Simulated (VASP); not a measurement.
A run of VASP 6.6.1 is set up as follows.

INCAR

```
PREC = Accurate ; ENCUT = 520
EDIFF = 1E-6 ; ISMEAR = 0
SIGMA = 0.01 ; LREAL = False
LASPH = True ; NELM = 60
ALGO = Normal ; ISIF = 2
LWAVE = False ; LCHARG = True
GGA = PE ; LELF = True
LVHAR = True ; NBANDS = 15
```

The input KPOINTS:

```
regular mesh
0
Gamma
  6 6 6
```

File POSCAR:

```
CaSe
1.0
    0.0000000000      2.9494355601      2.9494355601
    2.9494355601      0.0000000000      2.9494355601
    2.9494355601      2.9494355601      0.0000000000
Ca Se
1 1
Direct
    0.0000000000      0.0000000000      0.0000000000
    0.5000000000      0.5000000000      0.5000000000
```

Potentials or basis: VASP PAW PBE potentials, release 64 (Ca_sv, Se).

Command:

```bash
$ cat potpaw_PBE.64/Ca_sv/POTCAR potpaw_PBE.64/Se/POTCAR > POTCAR
$ mpirun -np 1 vasp_std > vasp.out
```

Problem. Predict the band gap on the k mesh.

Solution. 2.00 eV, indirect (least direct gap 2.95 eV).

Problem. What does it give for the pressure?

Solution. 1.7 GPa.

 A k mesh can miss the band edges.
